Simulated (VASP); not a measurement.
Wanted: the native input for a VASP 6.6.1 run.

| Item | Value |
| --- | --- |
| Task | relaxation of cell and atoms |
| Functional | PBE |
| Potentials or basis | VASP PAW PBE potentials, release 64 (Br, Ca_sv) |
| Cutoff | 600 eV |
| k mesh | 8 × 8 × 6 |
| Occupations | fermi-dirac, width 0.05 eV |
| Spin | no spin polarisation |
| Dipole correction | no |
| Further INCAR settings | ALGO = Normal; EDIFF = 1e-06; IBRION = 2; EDIFFG = -0.01; NSW = 60; ISIF = 3 |

The structure of CaBr lies in POSCAR:

```
CaBr
1.0
    3.9170223818      0.0000000000      0.0000000000
   -1.9585111909      3.3922408898      0.0000000000
    0.0000000000      0.0000000000      4.3410340000
Br Ca
1 1
Direct
    0.3333333333      0.6666666667      0.5000000000
    0.0000000000      0.0000000000      0.0000000000
```

One way to write it, as run:

INCAR

```
PREC     = Accurate       # precision mode
ENCUT    = 600            # plane-wave cutoff, eV
EDIFF    = 1E-6           # SCF threshold, eV
ISMEAR   = -1             # smearing method
SIGMA    = 0.05           # smearing width, eV
LREAL    = F              # projectors in reciprocal space
LASPH    = T              # aspherical terms in the spheres
NELM     = 80             # most SCF steps
ALGO     = Normal         # electronic algorithm
ISIF     = 3              # what is computed and relaxed
LWAVE    = F              # write WAVECAR
LCHARG   = F              # write CHGCAR
GGA      = PE             # functional
IBRION   = 2              # ionic algorithm
NSW      = 60             # ionic steps
EDIFFG   = -0.01          # ionic threshold
```

KPOINTS

```
Automatic mesh
0
Gamma
  8 8 6
```

Potentials or basis: VASP PAW PBE potentials, release 64 (Br, Ca_sv).

The run is started by

```console
$ cat potpaw_PBE.64/Br/POTCAR potpaw_PBE.64/Ca_sv/POTCAR > POTCAR
$ mpirun -np 1 vasp_std > vasp.out
```

It gave:

- Relaxed volume: 29.20 Å³/atom
- Relaxed cell: a = 3.927 Å, b = 3.927 Å, c = 4.372 Å, α = 90.00°, β = 90.00°, γ = 120.00°
- Space group after relaxing (to 0.1 Å): P-6m2 (No. 187)
- Energy gained by relaxing: 0.3 meV/atom
- Ionic steps: 7
- Pressure after relaxing: 0.0 GPa
- Band gap on the k mesh: zero (an odd number of electrons rules out a gap without spin polarisation)

Caveat: an odd number of electrons without spin polarisation forces a metal; a magnetic or distorted state may lie lower.

It took 42 s on 1 thread of Intel(R) Xeon(R) 6975P-C (Granite Rapids), on a shared host, peak memory 0.21 GiB.
